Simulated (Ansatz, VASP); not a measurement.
Mo in VASP and in Ansatz

The input INCAR:

```
SYSTEM = Mo
PREC = Accurate
ENCUT = 520
EDIFF = 1E-7
ISMEAR = 0
SIGMA = 0.15
LREAL = .FALSE.
LASPH = .TRUE.
NELM = 100
ALGO = Fast
ISIF = 2
LWAVE = .FALSE.
LCHARG = .FALSE.
GGA = PS
NBANDS = 21
```

Contents of KPOINTS:

```
Automatic mesh
0
G
  24 24 14
  0 0 0
```

Contents of POSCAR:

```
Mo
1.0
   -1.5646534271      1.5646534271      1.5646534271
    1.5646534271     -1.5646534271      1.5646534271
    3.1293068543      3.1293068543      0.0000000000
Mo
2
Direct
   -0.0254208093      0.0254208093      0.0000000000
    0.5254208093      0.4745791907      0.5000000000
```

Input for Ansatz:

```yaml
crystal:
  lattice:
    - [-1.5646534271, 1.5646534271, 1.5646534271]
    - [1.5646534271, -1.5646534271, 1.5646534271]
    - [3.1293068543, 3.1293068543, 0.0]
  atoms:
    - { symbol: Mo, position: [-0.0254208093, 0.0254208093, 0.0] }
    - { symbol: Mo, position: [0.5254208093, 0.4745791907, 0.5] }
basis:
  ecutwfc: 420
kpoints:
  mp_grid: { grid: [24, 24, 14] }
hamiltonian:
  xc: pbesol
scf:
  occupations: { method: gaussian, width: 0.15 }
output:
  forces: true
  stress: true
  eigenvalues: true
```

Change from the starting cell: mode 5 (197.0 1/cm) frozen in, largest displacement +0.113 Å.

Alike in both runs: task single point; functional PBEsol; k mesh 24 × 24 × 14; occupations gaussian, width 0.15 eV; no spin polarisation.

|  | VASP | Ansatz |
| --- | --- | --- |
| version | VASP 6.6.1 | Ansatz 0.2.0 |
| potentials or method | VASP PAW PBE potentials, release 64 (Mo_sv), cutoff 520 eV | scalar-relativistic, plane waves, PAW |
| valence electrons in the cell | 28 | 28 |

VASP gave:

| Quantity | Value |
| --- | --- |
| gap on the k mesh at the Fermi level (eV) | none |
| pressure (GPa) | 1.6 |
| traceless stress, the component that is largest in VASP (GPa) | 3.37 |
| rms of the force components (eV/Å) | 0.779 |

**Question.** Estimate Ansatz's values.

**Answer.** gap on the k mesh at the Fermi level (eV): none; pressure (GPa): 1.0; traceless stress, the component that is largest in VASP (GPa): 3.38; rms of the force components (eV/Å): 0.780.

VASP's potentials were made for PBE, not for PBEsol. Atom by atom the forces differ by 0.001 eV/Å (rms over components). A gap of «none» marks a metal or a gap that the smearing closes.
